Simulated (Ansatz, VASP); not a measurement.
**One calculation of C, two programs**

INCAR

```
PREC = Accurate
ENCUT = 600
EDIFF = 1E-7
ISMEAR = 0
SIGMA = 0.1
LREAL = F
LASPH = T
NELM = 60
ALGO = Normal
ISIF = 3
LWAVE = F
LCHARG = F
GGA = PE
IBRION = 2
NSW = 100
EDIFFG = -0.01
```

File KPOINTS:

```
regular mesh
0
Gamma
  42 12 8
```

POSCAR

```
C
1.0
    1.2821834115      0.0000000000      0.0000000000
    0.0000000000      4.4384393514      0.0000000000
    0.0000000000      0.0000000000      7.5453701383
C
2
Direct
    0.0000000000      0.5000000000      0.7500465432
    0.5000000000      0.0000000000      0.2499534568
```

Input for Ansatz:

```yaml
crystal:
  lattice:
    - [1.2821834115, 0.0, 0.0]
    - [0.0, 4.4384393514, 0.0]
    - [0.0, 0.0, 7.5453701383]
  atoms:
    - { symbol: C, position: [0.0, 0.5, 0.7500465432] }
    - { symbol: C, position: [0.5, 0.0, 0.2499534568] }
basis:
  ecutwfc: 420
kpoints:
  mp_grid: { grid: [42, 12, 8] }
hamiltonian:
  xc: pbe
scf:
  occupations: { method: gaussian, width: 0.1 }
output:
  forces: true
  stress: true
  eigenvalues: true
  write_density: true
  write_potential: true
  elf: true
  volumetric_format: npy
relax:
  adjacent_minimum: "off"
  f_tol: 0.01
  max_steps: 80
  cell: { stress_tol: 0.05 }
```

Alike in both runs: task relaxation of cell and atoms; functional PBE; k mesh 42 × 12 × 8; occupations gaussian, width 0.1 eV; no spin polarisation.

|  | VASP | Ansatz |
| --- | --- | --- |
| version | VASP 6.6.1 | Ansatz 0.2.0 |
| potentials or method | VASP PAW PBE potentials, release 64 (C), cutoff 600 eV | scalar-relativistic, plane waves, PAW |
| valence electrons in the cell | 8 | 8 |

```tsv
	VASP	Ansatz	Ansatz less VASP
gap on the k mesh at the Fermi level, each at its own relaxed structure (eV)	none	none	-
relaxed volume (Å³/atom)	19.74	21.47	+1.725
relaxed cell length with the largest relative difference (Å)	4.246	4.438	+0.1926
```

A gap of «none» marks a metal or a gap that the smearing closes. One of these differences is far larger than is usual between the two programs; its cause wasn't traced.
